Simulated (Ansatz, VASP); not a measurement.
## WC in VASP and in Ansatz

```xyz
2
Lattice="2.9005 0.0000 0.0000 -1.4503 2.5119 -0.0502 0.0000 -0.0566 2.8290" Properties=species:S:1:pos:R:3 pbc="T T T"
W     0.0000    0.0000    0.0000
C     1.4503    0.8090    1.3978
```

Change from the starting cell: strain -0.0400 x Voigt [0, 0, 0, 1, 0, 0], atoms carried along.

Alike in both runs: task single point; functional PBE; k mesh 18 × 18 × 16; occupations gaussian, width 0.15 eV; no spin polarisation.

|  | VASP | Ansatz |
| --- | --- | --- |
| version | VASP 6.6.1 | Ansatz 0.2.0 |
| potentials or method | VASP PAW PBE potentials, release 64 (W_sv, C), cutoff 520 eV | scalar-relativistic, plane waves, PAW |
| valence electrons in the cell | 18 | 18 |

|  | VASP | Ansatz | Ansatz less VASP |
| --- | --- | --- | --- |
| gap on the k mesh at the Fermi level (eV) | none | none | - |
| pressure (GPa) | 10.3 | 9.2 | -1.18 |
| traceless stress, the component that is largest in VASP (GPa) | 12.85 | 12.80 | -0.055 |
| rms of the force components (eV/Å) | 0.029 | 0.029 | -0.0003 |

Atom by atom the forces differ by 0.000 eV/Å (rms over components). A gap of «none» marks a metal or a gap that the smearing closes.

Spin-orbit coupling is off throughout.
